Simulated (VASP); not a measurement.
# Cu (Immm) in VASP: further runs

Runs on Cu. Level: PBEsol. Tasks: single point.

Everything below comes from runs of VASP 6.6.1. Logs are shortened: lines on timing, memory, paths and dates and some standing lists are left out, and cuts for length are marked.

**1. The cell of the first run**

It takes space group Immm (No. 71, orthorhombic). The conventional cell has a = 2.419 Å, b = 2.545 Å, c = 3.599 Å, α = 90.00°, β = 90.00°, γ = 90.00°. Cu (site symmetry mmm) has 12 Cu at 2.42 to 2.54 Å within 3.2 Å.

**2. Single point, PBEsol (uniaxial strain along a: -4.0 %)**

The input, INCAR:

```
SYSTEM = Cu
PREC     = Accurate       ! precision mode
ENCUT    = 520            ! plane-wave cutoff, eV
EDIFF    = 1E-6           ! SCF threshold, eV
ISMEAR   = 0              ! smearing method
SIGMA    = 0.1            ! smearing width, eV
LREAL    = .False.        ! projectors in reciprocal space
LASPH    = .True.         ! aspherical terms in the spheres
NELM     = 100            ! most SCF steps
ALGO     = Fast           ! electronic algorithm
ISIF     = 2              ! what is computed and relaxed
LWAVE    = .False.        ! write WAVECAR
LCHARG   = .False.        ! write CHGCAR
GGA      = PS             ! functional
NBANDS   = 18             ! bands
```

The input, KPOINTS:

```
regular mesh
0
Gamma
  20 20 14
  0 0 0
```

The input, POSCAR:

```
Cu
1.0
    1.7104379417      1.7104379417      0.0000000000
   -1.7995232511      1.7995232511      0.0000000000
    0.0000000000      0.0000000000      3.5990465023
Cu
2
Direct
    0.0000000000      0.0000000000      0.0000000000
    0.5000000000      0.5000000000      0.5000000000
```

Potentials or basis: VASP PAW PBE potentials, release 64 (Cu).

Started as:

```sh
cat potpaw_PBE.64/Cu/POTCAR > POTCAR
mpirun -np 1 vasp_std > vasp.out
```

OUTCAR:

```text
SYSTEM = Cu
   PREC = Accurate
   ENCUT = 520
   EDIFF = 1E-6
   ISMEAR = 0
   LREAL = .False.
   LASPH = .True.
   NELM = 100
   ISIF = 2
   GGA = PS

 ion  position               nearest neighbor table
   1  0.000  0.000  0.000-   2 2.51   2 2.51   2 2.51   2 2.51   2 2.51   2 2.51   2 2.51   2 2.51

   2  0.500  0.500  0.500-   1 2.51   1 2.51   1 2.51   1 2.51   1 2.51   1 2.51   1 2.51   1 2.51

  LATTYP: Found a simple orthorhombic cell.
 ALAT       =     2.4189245347
 B/A-ratio  =     1.0520833333
 C/A-ratio  =     1.4878705187

  Lattice vectors:

 A1 = (   1.7104379417,   1.7104379417,   0.0000000000)
 A2 = (  -1.7995232511,   1.7995232511,   0.0000000000)
 A3 = (   0.0000000000,   0.0000000000,   3.5990465023)

Analysis of symmetry for initial positions (statically):
=====================================================================
 Subroutine PRICEL returns following result:

  LATTYP: Found a body centered orthorhombic cell.
 ALAT       =     2.4189245347
 B/A-ratio  =     1.0520833333
 C/A-ratio  =     1.4878705187

  Lattice vectors:

 A1 = (   0.0445426547,  -1.7549805964,  -1.7995232511)
 A2 = (  -0.0445426547,   1.7549805964,  -1.7995232512)
 A3 = (   1.7549805964,  -0.0445426547,   1.7995232511)

   2 primitive cells build up your supercell.

 Routine SETGRP: Setting up the symmetry group for a
 simple orthorhombic supercell.

 Subroutine GETGRP returns: Found  8 space group operations
 (whereof  8 operations were pure point group operations)
 out of a pool of  8 trial point group operations.

The static configuration has the point symmetry D_2h.

Analysis of symmetry for dynamics (positions and initial velocities):
=====================================================================
 Subroutine PRICEL returns following result:

  LATTYP: Found a body centered orthorhombic cell.
 ALAT       =     2.4189245347
 B/A-ratio  =     1.0520833333
 C/A-ratio  =     1.4878705187

  Lattice vectors:

 A1 = (   0.0445426547,  -1.7549805964,  -1.7995232511)
 A2 = (  -0.0445426547,   1.7549805964,  -1.7995232512)
 A3 = (   1.7549805964,  -0.0445426547,   1.7995232511)

   2 primitive cells build up your supercell.

 Routine SETGRP: Setting up the symmetry group for a
 simple orthorhombic supercell.

 Subroutine GETGRP returns: Found  8 space group operations
 (whereof  8 operations were pure point group operations)
[... 97 lines left out ...]
   LASPH  =      T    aspherical Exc in radial PAW
   ENCUT  =  520.0 eV  38.22 Ry    6.18 a.u.   4.50  4.73  6.69*2*pi/ulx,y,z
   NELM   =    100;   NELMIN=  2; NELMDL= -5     # of ELM steps
   EDIFF  = 0.1E-05   stopping-criterion for ELM
   LREAL  =      F    real-space projection
   EDIFFG = 0.1E-04   stopping-criterion for IOM
   NSW    =      0    number of steps for IOM
   IBRION =     -1    ionic relax: 0-MD 1-quasi-New 2-CG
   NFREE  =      0    steps in history (QN), initial steepest desc. (CG)
   ISIF   =      2    stress and relaxation
   ISYM   =      2    0-nonsym 1-usesym 2-fastsym
   POTIM  = 0.5000    time-step for ionic-motion
   TEBEG  =    0.0;   TEEND  =   0.0 temperature during run
   PSTRESS=    0.0 pullay stress
   NELECT =      22.0000    total number of electrons
   NUPDOWN=      -1.0000    fix difference up-down
   EMIN   =  10.00;   EMAX   =-10.00  energy-range for DOS
   EFERMI =   0.00;   METHOD = LEGACY
   ISMEAR =     0;   SIGMA  =   0.10  broadening in eV -4-tet -1-fermi 0-gaus
   EFERMI_NEDOS =   21; number of points for ismear=-14 and -15
   IALGO  =     68    algorithm
   IMIX   =      4    mixing-type and parameters
     AMIX     =   0.40;   BMIX     =  1.00
     AMIX_MAG =   1.60;   BMIX_MAG =  1.00
  volume/ion in A,a.u.               =      11.08        74.76
  Fermi-wavevector in a.u.,A,eV,Ry     =   1.633259  3.086411 36.294003  2.667534
  Thomas-Fermi vector in A             =   2.725093
   LORBIT       =      0    0 simple, 1 ext, 2 COOP (PROOUT), +10 PAW based schemes
   GGA     = PS    functional components
   LHFCALC =     F    Hartree Fock is set to
   AEXX    =    0.0000 exact exchange contribution
   IVDW    =     0    specifies the selected vdW correction
   LEPSILON=     F    determine dielectric tensor
   LRPA    =     F    only Hartree local field effects (RPA)
 non-spin polarized calculation
 RMM-DIIS sequential band-by-band and
 Gauss-broadening in eV      SIGMA  =   0.10
  energy-cutoff  :      520.00
  volume of cell :       22.16
 maximum number of plane-waves:       613
 NGX is ok and might be reduce to    18
   NGX =  9   NGY =  9   NGZ = 13

 number of electron      21.9999982 magnetization

 Free energy of the ion-electron system (eV)
  ---------------------------------------------------
  ext. energy  EPLUGINS =         0.00000000
  ---------------------------------------------------
  free energy    TOTEN  =        -8.58749312 eV

  energy without entropy =       -8.58399199  energy(sigma->0) =       -8.58574256

 E-fermi :   8.2415     XC(G=0): -13.2851

 val. band max:        8.2398071442   @ k =   0.5000   0.0500   0.1429
 cond. band min:       8.2419174470   @ k =   0.4500   0.1500   0.4286
 fundamental gap:      0.0021103029
 Fermi energy:         8.2415455498

 k-point     1 :       0.0000    0.0000    0.0000
  band No.  band energies     occupation
      1      -1.6701      2.00000
      2       2.9080      2.00000
      3       3.4370      2.00000
      4       4.8538      2.00000
      5       4.8847      2.00000
      6       5.1810      2.00000
[... 481 lines left out ...]
      5       4.9146      2.00000
      6       5.2135      2.00000
[... 10 lines left out ...]
     17      29.4250      0.00000
     18      30.7835      0.00000

 [... further k-points ...]

------------------------ aborting loop because EDIFF is reached ----------------------------------------

  FORCE on cell =-STRESS in cart. coord.  units (eV):
  Direction    XX          YY          ZZ          XY          YZ          ZX
  --------------------------------------------------------------------------------------
  -------------------------------------------------------------------------------------
  Total        0.9056076      0.9056076      0.5291484      0.7979341      0.0000000      0.0000000
  in kB       65.4890084     65.4890084     38.2653607     57.7025999      0.0000000      0.0000000
  external PRESSURE =      56.4144592 kB  Pullay stress =       0.0000000 kB

 VOLUME and BASIS-vectors are now :
 -----------------------------------------------------------------------------
  energy-cutoff  :      520.00
  volume of cell :       22.16
      direct lattice vectors                 reciprocal lattice vectors
     1.710437942  1.710437942  0.000000000     0.292322795  0.292322795  0.000000000
    -1.799523251  1.799523251  0.000000000    -0.277851370  0.277851370  0.000000000
     0.000000000  0.000000000  3.599046502     0.000000000  0.000000000  0.277851370

 POSITION                                       TOTAL-FORCE (eV/Angst)
 -----------------------------------------------------------------------------------
      0.00000      0.00000      0.00000         0.000000     -0.000000     -0.000000
     -0.04454      1.75498      1.79952        -0.000000      0.000000      0.000000
 -----------------------------------------------------------------------------------
    total drift:                                0.000000     -0.000000     -0.000000

  FREE ENERGIE OF THE ION-ELECTRON SYSTEM (eV)
  ---------------------------------------------------
  free  energy   TOTEN  =        -8.5874931216 eV

  energy  without entropy=       -8.5839919928  energy(sigma->0) =       -8.58574256
```

OSZICAR:

```text
N       E                     dE             d eps       ncg     rms          rms(c)
DAV:   1     0.120473152633E+03    0.12047E+03   -0.10668E+04 38696   0.223E+03
DAV:   2    -0.435162324020E+01   -0.12482E+03   -0.11842E+03 34958   0.291E+02
DAV:   3    -0.107276058819E+02   -0.63760E+01   -0.61595E+01 38508   0.884E+01
DAV:   4    -0.107971766891E+02   -0.69571E-01   -0.69512E-01 40464   0.990E+00
DAV:   5    -0.107980919062E+02   -0.91522E-03   -0.91518E-03 42152   0.983E-01    0.119E+01
RMM:   6    -0.930570246543E+01    0.14924E+01   -0.12044E+01 40747   0.615E+01    0.631E+00
RMM:   7    -0.861591011810E+01    0.68979E+00   -0.20161E+00 40367   0.260E+01    0.157E+00
RMM:   8    -0.859109128125E+01    0.24819E-01   -0.79647E-02 41987   0.255E+00    0.461E-01
RMM:   9    -0.858716980848E+01    0.39215E-02   -0.20244E-02 41929   0.265E+00    0.607E-02
RMM:  10    -0.858748666003E+01   -0.31685E-03   -0.29964E-03 43667   0.553E-01    0.220E-02
RMM:  11    -0.858749422468E+01   -0.75647E-05   -0.31178E-04 43815   0.262E-01    0.310E-02
RMM:  12    -0.858748968330E+01    0.45414E-05   -0.10271E-04 45745   0.131E-01    0.958E-03
RMM:  13    -0.858749272990E+01   -0.30466E-05   -0.30352E-05 40004   0.514E-02    0.701E-03
RMM:  14    -0.858749312165E+01   -0.39175E-06   -0.36078E-06 29968   0.221E-02
   1 F= -.85874931E+01 E0= -.85857426E+01  d E =-.350113E-02
```

stdout:

```text
POSCAR found type information on POSCAR Cu
 POSCAR found :  1 types and       2 ions
 scaLAPACK will be used
 -----------------------------------------------------------------------------
|                                                                             |
|                                                                             |
|     You enforced a specific xc type in the INCAR file but a different       |
|     I HOPE YOU KNOW WHAT YOU ARE DOING!                                     |
|                                                                             |
 -----------------------------------------------------------------------------

 LDA part: xc-table for (Slater+PW92), standard interpolation
 POSCAR, INCAR and KPOINTS ok, starting setup
 FFT: planning ... GRIDC
 FFT: planning ... GRID_SOFT
 FFT: planning ... GRID
 WAVECAR not read
 entering main loop
WARNING in EDDRMM: call to ZHEGV failed, returncode =   6  3     18
WARNING in EDDRMM: call to ZHEGV failed, returncode =   6  3     17
WARNING in EDDRMM: call to ZHEGV failed, returncode =   6  3     15
WARNING in EDDRMM: call to ZHEGV failed, returncode =   8  4     18
```

Run time: 2.6 min. Hardware: 1 thread of Intel Xeon 6975P-C (Granite Rapids), shared host; peak memory 0.39 GiB.

Results:

```
Free energy            : -8.5875 eV
Pressure               : 5.6 GPa
Band gap on the k mesh : zero (bands 11 and 12 overlap by 8.24 eV)
```

Stress tensor (GPa, compression positive):
```
6.55 5.77 0.00
5.77 6.55 0.00
0.00 0.00 3.83
```

Caveat: the cell differs from its parent crystal (uniaxial strain along a: -4.0 %); the cell stands under pressure; the PAW data sets were made with another functional, which shifts forces and pressure a little.

[end of part 1 of 2]
